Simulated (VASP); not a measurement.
# AlN (I4/mmm) in VASP: further runs

Runs on AlN. Level: PBE. Tasks: electric field gradients.

Everything below comes from runs of VASP 6.6.1. Logs are shortened: lines on timing, memory, paths and dates and some standing lists are left out, and cuts for length are marked.

## 1. The cell of the first run

The structure is tetragonal, space group I4/mmm (No. 139). The conventional cell has a = 2.797 Å, b = 2.797 Å, c = 3.996 Å, α = 90.00°, β = 90.00°, γ = 90.00°. Al (site symmetry 4/mmm) has 6 N at 1.98 to 2.00 Å within 2.6 Å. N (site symmetry 4/mmm) has 6 Al at 1.98 to 2.00 Å within 2.6 Å.

## 2. Electric field gradients, PBE (zz strain of +1 %)

INCAR

```
PREC = Accurate ; ENCUT = 520
EDIFF = 1E-8 ; ISMEAR = -1
SIGMA = 0.02 ; LREAL = False
LASPH = True ; NELM = 120
ALGO = Normal ; ISIF = 2
LWAVE = False ; LCHARG = False
GGA = PE ; LEFG = True
NBANDS = 11 ; GGA_COMPAT = False
```

KPOINTS

```
Automatic mesh
0
Gamma
  10 10 10
```

POSCAR

```
AlN
1.0
    0.0000000000      1.9780000000      1.9977800000
    1.9780000000      0.0000000000      1.9977800000
    1.9780000000      1.9780000000      0.0000000000
Al N
1 1
Direct
    0.0000000000      0.0000000000      0.0000000000
    0.5000000000      0.5000000000      0.5000000000
```

Potentials or basis: VASP PAW PBE potentials, release 64 (Al, N).

Run with:

```bash
$ cat potpaw_PBE.64/Al/POTCAR potpaw_PBE.64/N/POTCAR > POTCAR
$ mpirun -np 1 vasp_std > vasp.out
```

OUTCAR:

```text
PREC = Accurate
   ENCUT = 520
   EDIFF = 1E-8
   ISMEAR = -1
   LREAL = False
   LASPH = True
   NELM = 120
   ISIF = 2
   GGA = PE

 ion  position               nearest neighbor table
   1  0.000  0.000  0.000-   2 1.98   2 1.98   2 1.98   2 1.98   2 2.00   2 2.00
   2  0.500  0.500  0.500-   1 1.98   1 1.98   1 1.98   1 1.98   1 2.00   1 2.00

  LATTYP: Found a body centered tetragonal cell.
 ALAT       =     2.7973144264
 C/A-ratio  =     1.4283556980

  Lattice vectors:

 A1 = (  -1.9780000000,   0.0000000000,   1.9977800000)
 A2 = (   1.9780000000,   0.0000000000,   1.9977800000)
 A3 = (   0.0000000000,   1.9780000000,  -1.9977800000)

Analysis of symmetry for initial positions (statically):
=====================================================================
 Subroutine PRICEL returns:
 Original cell was already a primitive cell.

 Routine SETGRP: Setting up the symmetry group for a
 body centered tetragonal supercell.

 Subroutine GETGRP returns: Found 16 space group operations
 (whereof 16 operations were pure point group operations)
 out of a pool of 16 trial point group operations.

The static configuration has the point symmetry D_4h.

Analysis of symmetry for dynamics (positions and initial velocities):
=====================================================================
 Subroutine PRICEL returns:
 Original cell was already a primitive cell.

 Routine SETGRP: Setting up the symmetry group for a
 body centered tetragonal supercell.

 Subroutine GETGRP returns: Found 16 space group operations
 (whereof 16 operations were pure point group operations)
 out of a pool of 16 trial point group operations.

The dynamic configuration has the point symmetry D_4h.

 Subroutine INISYM returns: Found 16 space group operations
 (whereof 16 operations are pure point group operations),
 and found     1 'primitive' translations

----------------------------------------------------------------------------------------

                                     Primitive cell

  volume of cell :      15.6326

  direct lattice vectors                    reciprocal lattice vectors
     0.000000000  1.978000000  1.997780000    -0.252780586  0.252780586  0.250277808
     1.978000000  0.000000000  1.997780000     0.252780586 -0.252780586  0.250277808
     1.978000000  1.978000000  0.000000000     0.252780586  0.252780586 -0.250277808

  length of vectors
     2.811335791  2.811335791  2.797314426     0.436388624  0.436388624  0.436388624

  position of ions in fractional coordinates (direct lattice)
     0.000000000  0.000000000  0.000000000
     0.500000000  0.500000000  0.500000000

  ion indices of the primitive-cell ions
   primitive index   ion index
                 1           1
                 2           2

----------------------------------------------------------------------------------------

 KPOINTS: Automatic mesh

Automatic generation of k-mesh.
 Grid dimensions read from file:
 generate k-points for:   10   10   10

 Generating k-lattice:

  Cartesian coordinates                     Fractional coordinates (reciprocal lattice)
    -0.025278059  0.025278059  0.025027781     0.100000000  0.000000000  0.000000000
     0.025278059 -0.025278059  0.025027781     0.000000000  0.100000000  0.000000000
     0.025278059  0.025278059 -0.025027781    -0.000000000 -0.000000000  0.100000000

  Length of vectors
     0.043638862  0.043638862  0.043638862

  Shift w.r.t. Gamma in fractional coordinates (k-lattice)
     0.000000000  0.000000000  0.000000000

 Subroutine IBZKPT returns following result:
 ===========================================

 Found    102 irreducible k-points:

 Following reciprocal coordinates:
            Coordinates               Weight
  0.000000  0.000000  0.000000      1.000000
  0.100000  0.000000  0.000000      8.000000
  0.200000  0.000000  0.000000      8.000000
  0.300000  0.000000  0.000000      8.000000
  0.400000  0.000000  0.000000      8.000000
  0.500000  0.000000  0.000000      4.000000
[... 16 lines left out ...]
  0.300000  0.300000  0.000000      2.000000
  0.400000  0.300000  0.000000      8.000000
 [... further k-points ...]
   k-points           NKPTS =    102   k-points in BZ     NKDIM =    102   number of bands    NBANDS=     11
   number of dos      NEDOS =    301   number of ions     NIONS =      2
   total plane-waves  NPLWV =  13824
   dimension x,y,z NGX =    24 NGY =   24 NGZ =   24
   dimension x,y,z NGXF=    48 NGYF=   48 NGZF=   48
   ions per type =               1   1
   NGX,Y,Z   is equivalent  to a cutoff of  14.19, 14.19, 14.26 a.u.
   NGXF,Y,Z  is equivalent  to a cutoff of  28.38, 28.38, 28.53 a.u.
 SYSTEM =  unknown system
   PREC   = accura    normal or accurate (medium, high low for compatibility)
   ISTART =      0    job   : 0-new  1-cont  2-samecut
   ICHARG =      2    charge: 1-file 2-atom 10-const
   ISPIN  =      1    spin polarized calculation?
   LNONCOLLINEAR =      F non collinear calculations
   LSORBIT =      F    spin-orbit coupling
   LASPH  =      T    aspherical Exc in radial PAW
   ENCUT  =  520.0 eV  38.22 Ry    6.18 a.u.   5.23  5.23  5.20*2*pi/ulx,y,z
   NELM   =    120;   NELMIN=  2; NELMDL= -5     # of ELM steps
   EDIFF  = 0.1E-07   stopping-criterion for ELM
   LREAL  =      F    real-space projection
   EDIFFG = 0.1E-06   stopping-criterion for IOM
   NSW    =      0    number of steps for IOM
   IBRION =     -1    ionic relax: 0-MD 1-quasi-New 2-CG
   NFREE  =      0    steps in history (QN), initial steepest desc. (CG)
   ISIF   =      2    stress and relaxation
   ISYM   =      2    0-nonsym 1-usesym 2-fastsym
   POTIM  = 0.5000    time-step for ionic-motion
   TEBEG  =    0.0;   TEEND  =   0.0 temperature during run
   PSTRESS=    0.0 pullay stress
   NELECT =       8.0000    total number of electrons
   NUPDOWN=      -1.0000    fix difference up-down
   EMIN   =  10.00;   EMAX   =-10.00  energy-range for DOS
   EFERMI =   0.00;   METHOD = LEGACY
   ISMEAR =    -1;   SIGMA  =   0.02  broadening in eV -4-tet -1-fermi 0-gaus
   EFERMI_NEDOS =   21; number of points for ismear=-14 and -15
   IALGO  =     38    algorithm
   IMIX   =      4    mixing-type and parameters
     AMIX     =   0.40;   BMIX     =  1.00
     AMIX_MAG =   1.60;   BMIX_MAG =  1.00
  volume/ion in A,a.u.               =       7.82        52.75
  Fermi-wavevector in a.u.,A,eV,Ry     =   1.309468  2.474535 23.329982  1.714705
  Thomas-Fermi vector in A             =   2.440064
   LORBIT       =      0    0 simple, 1 ext, 2 COOP (PROOUT), +10 PAW based schemes
   GGA     = PE    functional components
   LHFCALC =     F    Hartree Fock is set to
   AEXX    =    0.0000 exact exchange contribution
   IVDW    =     0    specifies the selected vdW correction
   LEPSILON=     F    determine dielectric tensor
   LRPA    =     F    only Hartree local field effects (RPA)
 non-spin polarized calculation
  energy-cutoff  :      520.00
  volume of cell :       15.63
 maximum number of plane-waves:       444
 NGX is ok and might be reduce to    24
   NGX = 11   NGY = 11   NGZ = 11

 number of electron       8.0000000 magnetization

 Free energy of the ion-electron system (eV)
  ---------------------------------------------------
  ext. energy  EPLUGINS =         0.00000000
  ---------------------------------------------------
  free energy    TOTEN  =       -14.46624637 eV

  energy without entropy =      -14.46624637  energy(sigma->0) =      -14.46624637

 E-fermi :  11.2125     XC(G=0): -12.5476

 val. band max:       10.7456518120   @ k =   0.0000   0.0000   0.0000
 cond. band min:      15.8222133691   @ k =   0.5000   0.0000   0.5000
 fundamental gap:      5.0765615571
 Fermi energy:        11.2124929999

 k-point     1 :       0.0000    0.0000    0.0000
  band No.  band energies     occupation
      1      -7.3679      2.00000
      2      10.6764      2.00000
      3      10.6764      2.00000
      4      10.7457      2.00000
      5      17.2008      0.00000
      6      22.9541      0.00000
      7      23.0924      0.00000
      8      23.0924      0.00000
      9      28.3401      0.00000
     10      28.7350      0.00000
     11      29.0726      0.00000
[... 309 lines left out ...]
 k-point    24 :       0.4000    0.3000    0.0000
  band No.  band energies     occupation
      1      -4.2079      2.00000
      2       4.6148      2.00000
      3       7.7672      2.00000
      4       8.3344      2.00000
      5      17.1637      0.00000
      6      17.9670      0.00000
      7      23.4958      0.00000
      8      27.0938      0.00000
      9      27.9073      0.00000
     10      33.2176      0.00000
     11      36.3082      0.00000

 [... further k-points ...]
[... 5 lines left out ...]
  --------------------------------------------------------------------------------------
  -------------------------------------------------------------------------------------
  Total        2.2610427      2.2610427      1.8817922      0.0000000     -0.0000000      0.0000000
  in kB      231.7336544    231.7336544    192.8643742      0.0000000     -0.0000000      0.0000000
  external PRESSURE =     218.7772277 kB  Pullay stress =       0.0000000 kB

 VOLUME and BASIS-vectors are now :
 -----------------------------------------------------------------------------
  energy-cutoff  :      520.00
  volume of cell :       15.63
      direct lattice vectors                 reciprocal lattice vectors
     0.000000000  1.978000000  1.997780000    -0.252780586  0.252780586  0.250277808
     1.978000000  0.000000000  1.997780000     0.252780586 -0.252780586  0.250277808
     1.978000000  1.978000000  0.000000000     0.252780586  0.252780586 -0.250277808

 POSITION                                       TOTAL-FORCE (eV/Angst)
 -----------------------------------------------------------------------------------
      0.00000      0.00000      0.00000        -0.000000      0.000000      0.000000
      1.97800      1.97800      1.99778         0.000000     -0.000000     -0.000000
 -----------------------------------------------------------------------------------
    total drift:                               -0.000000     -0.000000      0.000000

  FREE ENERGIE OF THE ION-ELECTRON SYSTEM (eV)
  ---------------------------------------------------
  free  energy   TOTEN  =       -14.4662463726 eV

  energy  without entropy=      -14.4662463726  energy(sigma->0) =      -14.46624637

 Electric field gradients (V/A^2)
---------------------------------------------------------------------
 ion       V_xx      V_yy      V_zz      V_xy      V_xz      V_yz
---------------------------------------------------------------------
   1      -1.994    -1.994     3.987     0.000     0.000     0.000
   2      -0.678    -0.678     1.356     0.000     0.000     0.000
---------------------------------------------------------------------

 Electric field gradients after diagonalization (V/A^2)
 (convention: |V_zz| > |V_xx| > |V_yy|)
----------------------------------------------------------------------
 ion       V_xx      V_yy      V_zz     asymmetry (V_yy - V_xx)/ V_zz
----------------------------------------------------------------------
   1      -1.994    -1.994     3.987       0.000
   2      -0.678    -0.678     1.356       0.000
----------------------------------------------------------------------

           NMR quadrupolar parameters

 Cq : quadrupolar parameter    Cq=e*Q*V_zz/h
 eta: asymmetry parameters     (V_yy - V_xx)/ V_zz
 Q  : nuclear electric quadrupole moment in mb (millibarn)
----------------------------------------------------------------------
 ion       Cq(MHz)       eta       Q (mb)
----------------------------------------------------------------------
   1       0.010       0.000       1.000
   2       0.003       0.000       1.000
----------------------------------------------------------------------
```

Run time: 6.8 s. Hardware: 1 thread of Intel Xeon 6975P-C (Granite Rapids), shared host; peak memory 0.14 GiB.

Results:

```yaml
Free_energy: -14.4662 eV
Pressure: 21.9 GPa
Band_gap_on_the_k_mesh: 5.08 eV (least direct gap 6.46 eV)
Largest_electric_field_gradient_by_atom: Al +4.0; N +1.4 V/Å²
```

Electric field gradients, principal values (V/Å²):
```tsv
atom	least	middle	greatest (by size)
1 Al	-1.994	-1.994	3.987
2 N	-0.678	-0.678	1.356
```

Caveat: the cell differs from its parent crystal (zz strain of +1 %); the cell stands under pressure; without QUAD_EFG the Cq values of the log hold for a quadrupole moment of 1 mb, not for the nuclei.

## 3. Electric field gradients, PBE (zz strain of -1 %)

INCAR

```
SYSTEM = AlN
PREC = Accurate
ENCUT = 520
EDIFF = 1E-8
ISMEAR = -1
SIGMA = 0.02
LREAL = .False.
LASPH = .True.
NELM = 120
ALGO = Normal
ISIF = 2
LWAVE = .False.
LCHARG = .False.
GGA = PE
LEFG = .True.
NBANDS = 11
GGA_COMPAT = .False.
```

KPOINTS

```
Automatic mesh
0
Gamma
  10 10 10
  0 0 0
```

POSCAR

```
AlN
1.0
    0.0000000000      1.9780000000      1.9582200000
    1.9780000000      0.0000000000      1.9582200000
    1.9780000000      1.9780000000      0.0000000000
Al N
1 1
Direct
    0.0000000000      0.0000000000      0.0000000000
    0.5000000000      0.5000000000      0.5000000000
```

Potentials or basis: VASP PAW PBE potentials, release 64 (Al, N).

Run with:

```bash
$ cat potpaw_PBE.64/Al/POTCAR potpaw_PBE.64/N/POTCAR > POTCAR
$ mpirun -np 1 vasp_std > vasp.out
```

OUTCAR:

```text
SYSTEM = AlN
   PREC = Accurate
   ENCUT = 520
   EDIFF = 1E-8
   ISMEAR = -1
   LREAL = .False.
   LASPH = .True.
   NELM = 120
   ISIF = 2
   GGA = PE

 ion  position               nearest neighbor table
   1  0.000  0.000  0.000-   2 1.96   2 1.96   2 1.98   2 1.98   2 1.98   2 1.98
   2  0.500  0.500  0.500-   1 1.96   1 1.96   1 1.98   1 1.98   1 1.98   1 1.98

  LATTYP: Found a body centered tetragonal cell.
 ALAT       =     2.7973144264
 C/A-ratio  =     1.4000714267

  Lattice vectors:

 A1 = (   0.0000000000,  -1.9780000000,  -1.9582200000)
 A2 = (   0.0000000000,   1.9780000000,  -1.9582200000)
 A3 = (   1.9780000000,   0.0000000000,   1.9582200000)

Analysis of symmetry for initial positions (statically):
=====================================================================
 Subroutine PRICEL returns:
 Original cell was already a primitive cell.

 Routine SETGRP: Setting up the symmetry group for a
[... 525 lines left out ...]
  energy-cutoff  :      520.00
  volume of cell :       15.32
      direct lattice vectors                 reciprocal lattice vectors
     0.000000000  1.978000000  1.958220000    -0.252780586  0.252780586  0.255333926
     1.978000000  0.000000000  1.958220000     0.252780586 -0.252780586  0.255333926
     1.978000000  1.978000000  0.000000000     0.252780586  0.252780586 -0.255333926

 POSITION                                       TOTAL-FORCE (eV/Angst)
 -----------------------------------------------------------------------------------
      0.00000      0.00000      0.00000         0.000000      0.000000     -0.000000
      1.97800      1.97800      1.95822        -0.000000      0.000000      0.000000
 -----------------------------------------------------------------------------------
    total drift:                               -0.000000     -0.000000      0.000000

  FREE ENERGIE OF THE ION-ELECTRON SYSTEM (eV)
  ---------------------------------------------------
  free  energy   TOTEN  =       -14.4170356913 eV

  energy  without entropy=      -14.4170356913  energy(sigma->0) =      -14.41703569

 Electric field gradients (V/A^2)
---------------------------------------------------------------------
 ion       V_xx      V_yy      V_zz      V_xy      V_xz      V_yz
---------------------------------------------------------------------
   1       2.107     2.107    -4.215     0.000     0.000     0.000
   2       0.714     0.714    -1.428     0.000     0.000     0.000
---------------------------------------------------------------------

 Electric field gradients after diagonalization (V/A^2)
 (convention: |V_zz| > |V_xx| > |V_yy|)
----------------------------------------------------------------------
 ion       V_xx      V_yy      V_zz     asymmetry (V_yy - V_xx)/ V_zz
----------------------------------------------------------------------
   1       2.107     2.107    -4.215       0.000
   2       0.714     0.714    -1.428       0.000
----------------------------------------------------------------------

           NMR quadrupolar parameters

 Cq : quadrupolar parameter    Cq=e*Q*V_zz/h
 eta: asymmetry parameters     (V_yy - V_xx)/ V_zz
 Q  : nuclear electric quadrupole moment in mb (millibarn)
----------------------------------------------------------------------
 ion       Cq(MHz)       eta       Q (mb)
----------------------------------------------------------------------
   1      -0.010       0.000       1.000
   2      -0.003       0.000       1.000
----------------------------------------------------------------------
```

stdout:

```text
POSCAR found type information on POSCAR AlN
 POSCAR found :  2 types and       2 ions
 scaLAPACK will be used
 LDA part: xc-table for (Slater+PW92), standard interpolation
 POSCAR, INCAR and KPOINTS ok, starting setup
 FFT: planning ... GRIDC
 FFT: planning ... GRID_SOFT
 FFT: planning ... GRID
 WAVECAR not read
 entering main loop
ion   1

ion   2
```

It took 6.6 s on 1 thread of Intel Xeon 6975P-C (Granite Rapids), shared host; peak memory 0.14 GiB.

Results:

```yaml
Free_energy: -14.4170 eV
Pressure: 28.9 GPa
Band_gap_on_the_k_mesh: 5.07 eV (least direct gap 6.79 eV)
Largest_electric_field_gradient_by_atom: Al -4.2; N -1.4 V/Å²
```

Electric field gradients, principal values (V/Å²):
```tsv
atom	least	middle	greatest (by size)
1 Al	2.107	2.107	-4.215
2 N	0.714	0.714	-1.428
```

Caveat: the cell differs from its parent crystal (zz strain of -1 %); the cell stands under pressure; without QUAD_EFG the Cq values of the log hold for a quadrupole moment of 1 mb, not for the nuclei. A k mesh can miss the band edges.

[end of part 1 of 2]
